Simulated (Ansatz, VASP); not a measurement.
Two plane-wave programs on GdRe

```
Gd Re
1.0
     3.47536    0.00000    0.00000
     0.00000    3.47536    0.00000
     0.00000    0.00000    3.47536
Gd Re
1 1
Direct
  0.00000 0.00000 0.00000
  0.50000 0.50000 0.50000
```

Alike in both runs: task single point; functional PBE; k mesh 8 × 8 × 8; occupations gaussian, width 0.05 eV; collinear spin; Hubbard terms Gd f U = 6.0 eV.

```csv
,VASP,Ansatz
version,VASP 6.6.1,Ansatz 0.2.0
potentials or method,"VASP PAW PBE potentials, release 64 (Gd, Re), cutoff 520 eV","scalar-relativistic, plane waves, PAW"
valence electrons in the cell,25,33
```

VASP gave:

| Property | Result |
| --- | --- |
| pressure (GPa) | 0.1 |
| net moment per atom (μB) | 3.56 |
| size of the moment on the site where the two differ most (μB) | 6.92 |

Estimate Ansatz's values.

pressure (GPa): -0.1; net moment per atom (μB): 3.53; size of the moment on the site where the two differ most (μB): 7.09.

Site moments also hang on the region over which each program counts them. The programs project onto different local orbitals, so the same U acts differently, and such runs can settle in different states. VASP's potentials hold 25 valence electrons a cell and Ansatz's 33, so a difference there can come from the potentials and not from the codes. Ansatz's warnings: filled band counts differ across k points, stress scf threshold loose.

Spin-orbit coupling is off throughout.
